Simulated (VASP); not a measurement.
# Ru (P2_1/m) in VASP: notebook

Runs on Ru. Level: PBE. Tasks: electric field gradients.

Program: VASP 6.6.1. These are calculated values, not measurements. Logs are shortened: lines on timing, memory, paths and dates and some standing lists are left out, and cuts for length are marked.

### Step 1. The cell of the first run

It takes space group P2_1/m (No. 11, monoclinic). The conventional cell has a = 2.688 Å, b = 4.282 Å, c = 2.706 Å, α = 90.00°, β = 119.35°, γ = 90.00°. Within 3.5 Å of Ru (site symmetry m) lie 12 Ru at 2.64 to 2.72 Å.

### Step 2. Electric field gradients, PBE (xy shear strain of -1.5 %)

Input file INCAR:

```
PREC = Accurate
ENCUT = 520
EDIFF = 1E-8
ISMEAR = -1
SIGMA = 0.03
LREAL = False
LASPH = True
NELM = 60
ALGO = Normal
ISIF = 2
LWAVE = False
LCHARG = False
GGA = PE
LEFG = True
NBANDS = 21
```

Input file KPOINTS:

```
Automatic mesh
0
Gamma
  14 14 8
```

Input file POSCAR:

```
Ru
1.0
    2.7057993342     -0.0202934950      0.0000000000
   -1.3704743493      2.3534377085      0.0000000000
    0.0000000000      0.0000000000      4.2819000000
Ru
2
Direct
    0.3333333333      0.6666666667      0.2500000000
    0.6666666667      0.3333333333      0.7500000000
```

Potentials or basis: VASP PAW PBE potentials, release 64 (Ru_pv).

Started as:

```
cat potpaw_PBE.64/Ru_pv/POTCAR > POTCAR
mpirun -np 1 vasp_std > vasp.out
```

OUTCAR:

```text
PREC = Accurate
   ENCUT = 520
   EDIFF = 1E-8
   ISMEAR = -1
   LREAL = False
   LASPH = True
   NELM = 60
   ISIF = 2
   GGA = PE

 ion  position               nearest neighbor table
   1  0.333  0.667  0.250-   2 2.64   2 2.64   2 2.65   2 2.65   2 2.66   2 2.66
   2  0.667  0.333  0.750-   1 2.64   1 2.64   1 2.65   1 2.65   1 2.66   1 2.66

  LATTYP: Found a simple monoclinic cell.
 ALAT       =     2.6882438015
 B/A-ratio  =     1.5928242809
 C/A-ratio  =     1.0065587921
 COS(beta)  =    -0.4902045493

  Lattice vectors:

 A1 = (   1.3353249849,   2.3331442135,   0.0000000000)
 A2 = (   0.0000000000,   0.0000000000,  -4.2819000000)
 A3 = (  -2.7057993342,   0.0202934950,   0.0000000000)

Analysis of symmetry for initial positions (statically):
=====================================================================
 Subroutine PRICEL returns:
 Original cell was already a primitive cell.

 Routine SETGRP: Setting up the symmetry group for a
 simple monoclinic supercell.

 Subroutine GETGRP returns: Found  4 space group operations
 (whereof  2 operations were pure point group operations)
 out of a pool of  4 trial point group operations.

The static configuration has the point symmetry S_2 .
 The point group associated with its full space group is C_2h.

Analysis of symmetry for dynamics (positions and initial velocities):
=====================================================================
 Subroutine PRICEL returns:
 Original cell was already a primitive cell.

 Routine SETGRP: Setting up the symmetry group for a
 simple monoclinic supercell.

 Subroutine GETGRP returns: Found  4 space group operations
 (whereof  2 operations were pure point group operations)
 out of a pool of  4 trial point group operations.

The dynamic configuration has the point symmetry S_2 .
 The point group associated with its full space group is C_2h.

 Subroutine INISYM returns: Found  4 space group operations
 (whereof  2 operations are pure point group operations),
 and found     1 'primitive' translations

----------------------------------------------------------------------------------------

                                     Primitive cell

  volume of cell :      27.1478

  direct lattice vectors                    reciprocal lattice vectors
     2.705799334 -0.020293495  0.000000000     0.371197750  0.216159107  0.000000000
    -1.370474349  2.353437709  0.000000000     0.003200807  0.426774255  0.000000000
     0.000000000  0.000000000  4.281900000     0.000000000  0.000000000  0.233541185

  length of vectors
     2.705875434  2.723392919  4.281900000     0.429549216  0.426786257  0.233541185

  position of ions in fractional coordinates (direct lattice)
     0.333333333  0.666666667  0.250000000
     0.666666667  0.333333333  0.750000000

  ion indices of the primitive-cell ions
   primitive index   ion index
                 1           1
                 2           2

----------------------------------------------------------------------------------------

 KPOINTS: Automatic mesh

Automatic generation of k-mesh.
 Grid dimensions read from file:
 generate k-points for:   14   14    8

 Generating k-lattice:

  Cartesian coordinates                     Fractional coordinates (reciprocal lattice)
     0.026514125  0.015439936  0.000000000     0.071428571  0.000000000  0.000000000
     0.000228629  0.030483875  0.000000000     0.000000000  0.071428571  0.000000000
     0.000000000  0.000000000  0.029192648     0.000000000  0.000000000  0.125000000

  Length of vectors
     0.030682087  0.030484733  0.029192648

  Shift w.r.t. Gamma in fractional coordinates (k-lattice)
     0.000000000  0.000000000  0.000000000

 Subroutine IBZKPT returns following result:
 ===========================================

 Found    500 irreducible k-points:

 Following reciprocal coordinates:
            Coordinates               Weight
  0.000000  0.000000  0.000000      1.000000
  0.071429 -0.000000  0.000000      2.000000
  0.142857 -0.000000  0.000000      2.000000
  0.214286 -0.000000  0.000000      2.000000
  0.285714 -0.000000  0.000000      2.000000
  0.357143 -0.000000  0.000000      2.000000
[... 16 lines left out ...]
  0.000000  0.142857  0.000000      2.000000
  0.071429  0.142857  0.000000      2.000000
 [... further k-points ...]
   k-points           NKPTS =    500   k-points in BZ     NKDIM =    500   number of bands    NBANDS=     21
   number of dos      NEDOS =    301   number of ions     NIONS =      2
   total plane-waves  NPLWV =  12800
   dimension x,y,z NGX =    20 NGY =   20 NGZ =   32
   dimension x,y,z NGXF=    40 NGYF=   40 NGZF=   64
   ions per type =               2
   NGX,Y,Z   is equivalent  to a cutoff of  12.29, 12.21, 12.42 a.u.
   NGXF,Y,Z  is equivalent  to a cutoff of  24.58, 24.42, 24.85 a.u.
 SYSTEM =  unknown system
   PREC   = accura    normal or accurate (medium, high low for compatibility)
   ISTART =      0    job   : 0-new  1-cont  2-samecut
   ICHARG =      2    charge: 1-file 2-atom 10-const
   ISPIN  =      1    spin polarized calculation?
   LNONCOLLINEAR =      F non collinear calculations
   LSORBIT =      F    spin-orbit coupling
   LASPH  =      T    aspherical Exc in radial PAW
   ENCUT  =  520.0 eV  38.22 Ry    6.18 a.u.   5.03  5.06  7.96*2*pi/ulx,y,z
   NELM   =     60;   NELMIN=  2; NELMDL= -5     # of ELM steps
   EDIFF  = 0.1E-07   stopping-criterion for ELM
   LREAL  =      F    real-space projection
   EDIFFG = 0.1E-06   stopping-criterion for IOM
   NSW    =      0    number of steps for IOM
   IBRION =     -1    ionic relax: 0-MD 1-quasi-New 2-CG
   NFREE  =      0    steps in history (QN), initial steepest desc. (CG)
   ISIF   =      2    stress and relaxation
   ISYM   =      2    0-nonsym 1-usesym 2-fastsym
   POTIM  = 0.5000    time-step for ionic-motion
   TEBEG  =    0.0;   TEEND  =   0.0 temperature during run
   PSTRESS=    0.0 pullay stress
   NELECT =      28.0000    total number of electrons
   NUPDOWN=      -1.0000    fix difference up-down
   EMIN   =  10.00;   EMAX   =-10.00  energy-range for DOS
   EFERMI =   0.00;   METHOD = LEGACY
   ISMEAR =    -1;   SIGMA  =   0.03  broadening in eV -4-tet -1-fermi 0-gaus
   EFERMI_NEDOS =   21; number of points for ismear=-14 and -15
   IALGO  =     38    algorithm
   IMIX   =      4    mixing-type and parameters
     AMIX     =   0.40;   BMIX     =  1.00
     AMIX_MAG =   1.60;   BMIX_MAG =  1.00
  volume/ion in A,a.u.               =      13.57        91.60
  Fermi-wavevector in a.u.,A,eV,Ry     =   1.654053  3.125708 37.224082  2.735893
  Thomas-Fermi vector in A             =   2.742387
   LORBIT       =      0    0 simple, 1 ext, 2 COOP (PROOUT), +10 PAW based schemes
   GGA     = PE    functional components
   LHFCALC =     F    Hartree Fock is set to
   AEXX    =    0.0000 exact exchange contribution
   IVDW    =     0    specifies the selected vdW correction
   LEPSILON=     F    determine dielectric tensor
   LRPA    =     F    only Hartree local field effects (RPA)
 non-spin polarized calculation
  energy-cutoff  :      520.00
  volume of cell :       27.15
 maximum number of plane-waves:       749
   NGX = 11   NGY = 11   NGZ = 15

 number of electron      28.0000007 magnetization

 Free energy of the ion-electron system (eV)
  ---------------------------------------------------
  ext. energy  EPLUGINS =         0.00000000
  ---------------------------------------------------
  free energy    TOTEN  =       -18.45624898 eV

  energy without entropy =      -18.44967039  energy(sigma->0) =      -18.45295968

 E-fermi :  12.8310     XC(G=0): -14.1213

 val. band max:       12.8300025650   @ k =  -0.1429   0.2143   0.3750
 cond. band min:      12.8325183133   @ k =   0.1429   0.2857   0.0000
 fundamental gap:      0.0025157483
 Fermi energy:        12.8309895116

 k-point     1 :       0.0000    0.0000    0.0000
  band No.  band energies     occupation
      1     -30.8107      2.00000
      2     -29.8782      2.00000
      3     -29.8637      2.00000
      4     -29.7085      2.00000
      5     -29.6930      2.00000
      6     -29.6668      2.00000
[... 13 lines left out ...]
     20      23.2600      0.00000
     21      23.2916      0.00000

 k-point     2 :       0.0714   -0.0000    0.0000
  band No.  band energies     occupation
      1     -30.7930      2.00000
      2     -29.9033      2.00000
      3     -29.8897      2.00000
      4     -29.7342      2.00000
      5     -29.7124      2.00000
      6     -29.6748      2.00000
[... 520 lines left out ...]
 k-point    24 :       0.0714    0.1429    0.0000
  band No.  band energies     occupation
      1     -30.6932      2.00000
      2     -30.0962      2.00000
      3     -30.0013      2.00000
      4     -29.8962      2.00000
      5     -29.7469      2.00000
      6     -29.7235      2.00000
[... 13 lines left out ...]
     20      23.2599      0.00000
     21      23.2720      0.00000

 [... further k-points ...]
[... 5 lines left out ...]
  --------------------------------------------------------------------------------------
  -------------------------------------------------------------------------------------
  Total        0.8663140      0.8617971      0.5818894      0.5088677      0.0000000      0.0000000
  in kB       51.1272029     50.8606299     34.3413315     30.0318163      0.0000000      0.0000000
  external PRESSURE =      45.4430547 kB  Pullay stress =       0.0000000 kB

 VOLUME and BASIS-vectors are now :
 -----------------------------------------------------------------------------
  energy-cutoff  :      520.00
  volume of cell :       27.15
      direct lattice vectors                 reciprocal lattice vectors
     2.705799334 -0.020293495  0.000000000     0.371197750  0.216159107  0.000000000
    -1.370474349  2.353437709  0.000000000     0.003200807  0.426774255  0.000000000
     0.000000000  0.000000000  4.281900000     0.000000000  0.000000000  0.233541185

 POSITION                                       TOTAL-FORCE (eV/Angst)
 -----------------------------------------------------------------------------------
     -0.01172      1.56219      1.07048         0.067747     -0.003255      0.000000
      1.34704      0.77095      3.21143        -0.067747      0.003255     -0.000000
 -----------------------------------------------------------------------------------
    total drift:                                0.000000     -0.000000      0.000000

  FREE ENERGIE OF THE ION-ELECTRON SYSTEM (eV)
  ---------------------------------------------------
  free  energy   TOTEN  =       -18.4562489762 eV

  energy  without entropy=      -18.4496703914  energy(sigma->0) =      -18.45295968

 Electric field gradients (V/A^2)
---------------------------------------------------------------------
 ion       V_xx      V_yy      V_zz      V_xy      V_xz      V_yz
---------------------------------------------------------------------
   1       6.262     6.730   -12.992    -1.898     0.000    -0.000
   2       6.262     6.730   -12.992    -1.898     0.000    -0.000
---------------------------------------------------------------------

 Electric field gradients after diagonalization (V/A^2)
 (convention: |V_zz| > |V_xx| > |V_yy|)
----------------------------------------------------------------------
 ion       V_xx      V_yy      V_zz     asymmetry (V_yy - V_xx)/ V_zz
----------------------------------------------------------------------
   1       8.408     4.584   -12.992       0.294
   2       8.408     4.584   -12.992       0.294
----------------------------------------------------------------------

           NMR quadrupolar parameters

 Cq : quadrupolar parameter    Cq=e*Q*V_zz/h
 eta: asymmetry parameters     (V_yy - V_xx)/ V_zz
 Q  : nuclear electric quadrupole moment in mb (millibarn)
----------------------------------------------------------------------
 ion       Cq(MHz)       eta       Q (mb)
----------------------------------------------------------------------
   1      -0.031       0.294       1.000
   2      -0.031       0.294       1.000
----------------------------------------------------------------------
```

Run time: 88 s. Hardware: 1 thread of Intel Xeon 6975P-C (Granite Rapids), shared host; peak memory 0.32 GiB.

Results:

```yaml
Free_energy: -18.4562 eV
Pressure: 4.5 GPa
Largest_force: 0.068 eV/Å
Band_gap_on_the_k_mesh: zero (bands 14 and 15 overlap by 3.19 eV)
Largest_electric_field_gradient_by_atom: Ru -13.0 V/Å²
```

Forces on the atoms (eV/Å):
```
Ru   0.068 -0.003  0.000
Ru  -0.068  0.003  0.000
```

Electric field gradients, principal values (V/Å²):
| atom | least | middle | greatest (by size) |
| --- | --- | --- | --- |
| 1 Ru | 4.584 | 8.408 | -12.992 |
| 2 Ru | 4.584 | 8.408 | -12.992 |

Caveat: the cell differs from its parent crystal (xy shear strain of -1.5 %); the cell stands under pressure; without QUAD_EFG the Cq values of the log hold for a quadrupole moment of 1 mb, not for the nuclei.

(Part 1 of 2 ends here.)
